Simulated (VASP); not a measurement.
# BaO (Fm-3m) in VASP: settings compared, part 2 of 2

VASP 6.6.1.

## Step 3: Single point, PBE (21.32 Å³/atom)

This run uses another cell than the first one, of 21.32 Å³/atom.

Input file INCAR:

```
  PREC = Accurate
  ENCUT = 1340
  EDIFF = 1E-6
  ISMEAR = 0
  SIGMA = 0.05
  LREAL = False
  LASPH = True
  NELM = 120
  ALGO = Normal
  ISIF = 2
  LWAVE = False
  LCHARG = False
  GGA = PE
  NBANDS = 15
  GGA_COMPAT = False
```

Input file KPOINTS:

```
Automatic mesh
0
Gamma
  6 6 6
```

Input file POSCAR:

```
BaO
1.0
    0.0000000000      2.7726687472      2.7726687472
    2.7726687472      0.0000000000      2.7726687472
    2.7726687472      2.7726687472      0.0000000000
Ba O
1 1
Direct
    0.5000000000      0.5000000000      0.5000000000
    0.0000000000      0.0000000000      0.0000000000
```

Potentials or basis: VASP PAW PBE potentials, release 64 (Ba_sv, O_h).

Run with:

```
$ cat potpaw_PBE.64/Ba_sv/POTCAR potpaw_PBE.64/O_h/POTCAR > POTCAR
$ mpirun -np 1 vasp_std > vasp.out
```

OUTCAR:

```text
PREC = Accurate
   ENCUT = 1340
   EDIFF = 1E-6
   ISMEAR = 0
   LREAL = False
   LASPH = True
   NELM = 120
   ISIF = 2
   GGA = PE

 ion  position               nearest neighbor table
   1  0.500  0.500  0.500-   2 2.77   2 2.77   2 2.77   2 2.77   2 2.77   2 2.77
   2  0.000  0.000  0.000-   1 2.77   1 2.77   1 2.77   1 2.77   1 2.77   1 2.77

  LATTYP: Found a face centered cubic cell.
 ALAT       =     5.5453374944

  Lattice vectors:

 A1 = (   0.0000000000,   2.7726687472,   2.7726687472)
 A2 = (   2.7726687472,   0.0000000000,   2.7726687472)
 A3 = (   2.7726687472,   2.7726687472,   0.0000000000)

Analysis of symmetry for initial positions (statically):
=====================================================================
 Subroutine PRICEL returns:
 Original cell was already a primitive cell.

 Routine SETGRP: Setting up the symmetry group for a
 face centered cubic supercell.

 Subroutine GETGRP returns: Found 48 space group operations
 (whereof 48 operations were pure point group operations)
 out of a pool of 48 trial point group operations.

The static configuration has the point symmetry O_h .

Analysis of symmetry for dynamics (positions and initial velocities):
=====================================================================
 Subroutine PRICEL returns:
 Original cell was already a primitive cell.

 Routine SETGRP: Setting up the symmetry group for a
 face centered cubic supercell.

 Subroutine GETGRP returns: Found 48 space group operations
 (whereof 48 operations were pure point group operations)
 out of a pool of 48 trial point group operations.

The dynamic configuration has the point symmetry O_h .

 Subroutine INISYM returns: Found 48 space group operations
 (whereof 48 operations are pure point group operations),
 and found     1 'primitive' translations

----------------------------------------------------------------------------------------

                                     Primitive cell

  volume of cell :      42.6308

  direct lattice vectors                    reciprocal lattice vectors
     0.000000000  2.772668747  2.772668747    -0.180331675  0.180331675  0.180331675
     2.772668747  0.000000000  2.772668747     0.180331675 -0.180331675  0.180331675
     2.772668747  2.772668747  0.000000000     0.180331675  0.180331675 -0.180331675

  length of vectors
     3.921145746  3.921145746  3.921145746     0.312343624  0.312343624  0.312343624

  position of ions in fractional coordinates (direct lattice)
     0.500000000  0.500000000  0.500000000
     0.000000000  0.000000000  0.000000000

  ion indices of the primitive-cell ions
   primitive index   ion index
                 1           1
                 2           2

----------------------------------------------------------------------------------------

 KPOINTS: Automatic mesh

Automatic generation of k-mesh.
 Grid dimensions read from file:
 generate k-points for:    6    6    6

 Generating k-lattice:

  Cartesian coordinates                     Fractional coordinates (reciprocal lattice)
    -0.030055279  0.030055279  0.030055279     0.166666667  0.000000000  0.000000000
     0.030055279 -0.030055279  0.030055279     0.000000000  0.166666667  0.000000000
     0.030055279  0.030055279 -0.030055279     0.000000000  0.000000000  0.166666667

  Length of vectors
     0.052057271  0.052057271  0.052057271

  Shift w.r.t. Gamma in fractional coordinates (k-lattice)
[... 28 lines left out ...]
   dimension x,y,z NGX =    48 NGY =   48 NGZ =   48
   dimension x,y,z NGXF=    96 NGYF=   96 NGZF=   96
   ions per type =               1   1
   NGX,Y,Z   is equivalent  to a cutoff of  20.35, 20.35, 20.35 a.u.
   NGXF,Y,Z  is equivalent  to a cutoff of  40.70, 40.70, 40.70 a.u.
 SYSTEM =  unknown system
   PREC   = accura    normal or accurate (medium, high low for compatibility)
   ISTART =      0    job   : 0-new  1-cont  2-samecut
   ICHARG =      2    charge: 1-file 2-atom 10-const
   ISPIN  =      1    spin polarized calculation?
   LNONCOLLINEAR =      F non collinear calculations
   LSORBIT =      F    spin-orbit coupling
   LASPH  =      T    aspherical Exc in radial PAW
   ENCUT  = 1340.0 eV  98.49 Ry    9.92 a.u.  11.70 11.70 11.70*2*pi/ulx,y,z
   NELM   =    120;   NELMIN=  2; NELMDL= -5     # of ELM steps
   EDIFF  = 0.1E-05   stopping-criterion for ELM
   LREAL  =      F    real-space projection
   EDIFFG = 0.1E-04   stopping-criterion for IOM
   NSW    =      0    number of steps for IOM
   IBRION =     -1    ionic relax: 0-MD 1-quasi-New 2-CG
   NFREE  =      0    steps in history (QN), initial steepest desc. (CG)
   ISIF   =      2    stress and relaxation
   ISYM   =      2    0-nonsym 1-usesym 2-fastsym
   POTIM  = 0.5000    time-step for ionic-motion
   TEBEG  =    0.0;   TEEND  =   0.0 temperature during run
   PSTRESS=    0.0 pullay stress
   NELECT =      16.0000    total number of electrons
   NUPDOWN=      -1.0000    fix difference up-down
   EMIN   =  10.00;   EMAX   =-10.00  energy-range for DOS
   EFERMI =   0.00;   METHOD = LEGACY
   ISMEAR =     0;   SIGMA  =   0.05  broadening in eV -4-tet -1-fermi 0-gaus
   EFERMI_NEDOS =   21; number of points for ismear=-14 and -15
   IALGO  =     38    algorithm
   IMIX   =      4    mixing-type and parameters
     AMIX     =   0.40;   BMIX     =  1.00
     AMIX_MAG =   1.60;   BMIX_MAG =  1.00
  volume/ion in A,a.u.               =      21.32       143.84
  Fermi-wavevector in a.u.,A,eV,Ry     =   1.180883  2.231545 18.973113  1.394484
  Thomas-Fermi vector in A             =   2.317167
   LORBIT       =      0    0 simple, 1 ext, 2 COOP (PROOUT), +10 PAW based schemes
   GGA     = PE    functional components
   LHFCALC =     F    Hartree Fock is set to
   AEXX    =    0.0000 exact exchange contribution
   IVDW    =     0    specifies the selected vdW correction
   LEPSILON=     F    determine dielectric tensor
   LRPA    =     F    only Hartree local field effects (RPA)
 non-spin polarized calculation
 Gauss-broadening in eV      SIGMA  =   0.05
  energy-cutoff  :     1340.00
  volume of cell :       42.63
 maximum number of plane-waves:      4769
   NGX = 23   NGY = 23   NGZ = 23

 number of electron      15.9999999 magnetization

 Free energy of the ion-electron system (eV)
  ---------------------------------------------------
  ext. energy  EPLUGINS =         0.00000000
  ---------------------------------------------------
  free energy    TOTEN  =       -11.80268792 eV

  energy without entropy =      -11.80268792  energy(sigma->0) =      -11.80268792

 E-fermi :   2.2864     XC(G=0):  -9.6052

 val. band max:        2.0329692903   @ k =   0.5000   0.5000   0.0000
 cond. band min:       4.0206931687   @ k =   0.5000   0.5000   0.0000
 fundamental gap:      1.9877238784
 Fermi energy:         2.2864097189

 k-point     1 :       0.0000    0.0000    0.0000
  band No.  band energies     occupation
      1     -23.8780      2.00000
      2     -12.9714      2.00000
      3      -8.3993      2.00000
      4      -8.3993      2.00000
      5      -8.3993      2.00000
      6       1.6997      2.00000
      7       1.6997      2.00000
      8       1.6997      2.00000
      9       5.5679      0.00000
     10       6.7182      0.00000
     11       6.7182      0.00000
     12       6.7182      0.00000
     13       8.9756      0.00000
     14       8.9756      0.00000
[... 257 lines left out ...]
      2     -13.2893      2.00000
      3      -9.6589      2.00000
      4      -9.2182      2.00000
      5      -8.5975      2.00000
      6       0.9874      2.00000
      7       1.7982      2.00000
      8       1.9159      2.00000
      9       5.3126      0.00000
     10       8.2187      0.00000
     11       8.6819      0.00000
     12      11.5324      0.00000
     13      11.7540      0.00000
     14      14.0858      0.00000
     15      14.3434      0.00000

------------------------ aborting loop because EDIFF is reached ----------------------------------------

  FORCE on cell =-STRESS in cart. coord.  units (eV):
  Direction    XX          YY          ZZ          XY          YZ          ZX
  --------------------------------------------------------------------------------------
  -------------------------------------------------------------------------------------
  Total        0.7166911      0.7166911      0.7166911     -0.0000000      0.0000000     -0.0000000
  in kB       26.9351029     26.9351029     26.9351029     -0.0000000      0.0000000     -0.0000000
  external PRESSURE =      26.9351029 kB  Pullay stress =       0.0000000 kB

 VOLUME and BASIS-vectors are now :
 -----------------------------------------------------------------------------
  energy-cutoff  :     1340.00
  volume of cell :       42.63
      direct lattice vectors                 reciprocal lattice vectors
     0.000000000  2.772668747  2.772668747    -0.180331675  0.180331675  0.180331675
     2.772668747  0.000000000  2.772668747     0.180331675 -0.180331675  0.180331675
     2.772668747  2.772668747  0.000000000     0.180331675  0.180331675 -0.180331675

 POSITION                                       TOTAL-FORCE (eV/Angst)
 -----------------------------------------------------------------------------------
      2.77267      2.77267      2.77267         0.000000      0.000000     -0.000000
      0.00000      0.00000      0.00000         0.000000      0.000000      0.000000
 -----------------------------------------------------------------------------------
    total drift:                                0.000000     -0.000000     -0.000000

  FREE ENERGIE OF THE ION-ELECTRON SYSTEM (eV)
  ---------------------------------------------------
  free  energy   TOTEN  =       -11.8026879175 eV

  energy  without entropy=      -11.8026879175  energy(sigma->0) =      -11.80268792
```

OSZICAR:

```text
N       E                     dE             d eps       ncg     rms          rms(c)
DAV:   1     0.130609175152E+03    0.13061E+03   -0.12640E+04   480   0.204E+03
DAV:   2    -0.246909482645E+01   -0.13308E+03   -0.11499E+03   658   0.252E+02
DAV:   3    -0.141392552244E+02   -0.11670E+02   -0.11433E+02   627   0.790E+01
DAV:   4    -0.144056451818E+02   -0.26639E+00   -0.26634E+00   576   0.103E+01
DAV:   5    -0.144092368899E+02   -0.35917E-02   -0.35915E-02   606   0.141E+00    0.976E+00
DAV:   6    -0.120491573914E+02    0.23601E+01   -0.86142E+00   571   0.214E+01    0.627E+00
DAV:   7    -0.118243673329E+02    0.22479E+00   -0.71314E-01   565   0.706E+00    0.235E+00
DAV:   8    -0.118048196879E+02    0.19548E-01   -0.14348E-01   536   0.418E+00    0.472E-01
DAV:   9    -0.118011022282E+02    0.37175E-02   -0.97333E-03   653   0.966E-01    0.190E-01
DAV:  10    -0.118026556656E+02   -0.15534E-02   -0.32467E-03   515   0.562E-01    0.359E-02
DAV:  11    -0.118026741362E+02   -0.18471E-04   -0.18227E-04   585   0.113E-01    0.218E-02
DAV:  12    -0.118026856295E+02   -0.11493E-04   -0.35401E-05   536   0.691E-02    0.459E-03
DAV:  13    -0.118026873766E+02   -0.17471E-05   -0.42589E-06   629   0.204E-02    0.300E-03
DAV:  14    -0.118026879175E+02   -0.54092E-06   -0.25772E-06   529   0.176E-02
   1 F= -.11802688E+02 E0= -.11802688E+02  d E =-.272153E-14
```

stdout:

```text
POSCAR found type information on POSCAR BaO
 POSCAR found :  2 types and       2 ions
 scaLAPACK will be used
 LDA part: xc-table for (Slater+PW92), standard interpolation
 POSCAR, INCAR and KPOINTS ok, starting setup
 FFT: planning ... GRIDC
 FFT: planning ... GRID_SOFT
 FFT: planning ... GRID
 WAVECAR not read
 entering main loop
```

Wall time 38 s (1 thread of Intel Xeon Platinum 8259CL at 2.50GHz (Skylake/Cascade Lake), shared host); peak memory 0.34 GiB.

What came out:

```yaml
Free_energy: -11.8027 eV
Pressure: 2.7 GPa
Band_gap_on_the_k_mesh: 1.99 eV
```

Levels at points of the mesh, in eV from the valence-band top:
| k point | band 5 | band 6 | band 7 | band 8 | band 9 | band 10 | band 11 | band 12 |
| --- | --- | --- | --- | --- | --- | --- | --- | --- |
| (0.00, 0.00, 0.00) | -10.43 | -0.33 | -0.33 | -0.33 | 3.53 | 4.69 | 4.69 | 4.69 |
| (0.50, 0.00, 0.00) | -10.55 | -1.98 | -1.46 | -1.46 | 4.92 | 7.14 | 7.14 | 8.17 |
| (0.50, 0.50, 0.00) | -11.01 | -0.15 | -0.15 | 0.00 | 1.99 | 5.96 | 8.87 | 9.37 |

Caveat: spin-orbit coupling is left out, which moves the levels of the heavy elements. A k mesh can miss the band edges.
